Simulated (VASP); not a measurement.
Wanted: the native input for a VASP 6.6.1 run.

| Quantity | Value |
| --- | --- |
| Task | single point |
| Functional | PBE |
| Potentials or basis | VASP PAW PBE potentials, release 64 (Cu) |
| Cutoff | 520 eV |
| k mesh | 18 × 18 × 6 |
| Occupations | fermi-dirac, width 0.15 eV |
| Spin | no spin polarisation |
| Dipole correction | no |
| Further INCAR settings | ALGO = Fast; EDIFF = 1e-06; NBANDS = 30 |

The structure of Cu lies in POSCAR:

```
Cu
1.0
    2.5279666242      0.0000000000      0.0000000000
   -1.2639833121      2.1892833165      0.0000000000
    0.0000000000      0.0000000000      8.2729176609
Cu
4
Direct
    0.0000000000      0.0000000000      0.0000000000
    0.3333333333      0.6666666667      0.2500000000
    0.0000000000      0.0000000000      0.5000000000
    0.6666666667      0.3333333333      0.7500000000
```

One way to write it, as run:

INCAR

```
SYSTEM = Cu
PREC = Accurate ; ENCUT = 520
EDIFF = 1E-6 ; ISMEAR = -1
SIGMA = 0.15 ; LREAL = .FALSE.
LASPH = .TRUE. ; NELM = 60
ALGO = Fast ; ISIF = 2
LWAVE = .FALSE. ; LCHARG = .FALSE.
GGA = PE ; NBANDS = 30
```

KPOINTS

```
Automatic mesh
0
G
  18 18 6
  0 0 0
```

Potentials or basis: VASP PAW PBE potentials, release 64 (Cu).

Launch:

```console
$ cat potpaw_PBE.64/Cu/POTCAR > POTCAR
$ mpirun -np 1 vasp_std > vasp.out
```

It gave:

- Pressure: 7.7 GPa
- Band gap on the k mesh: zero (band 22 reaches 11.41 eV, above the bottom of band 23 at 6.15 eV)

Wall time 4 min on 1 thread of Intel(R) Xeon(R) Platinum 8488C (Sapphire Rapids), with other jobs on the host, peak memory 0.26 GiB.
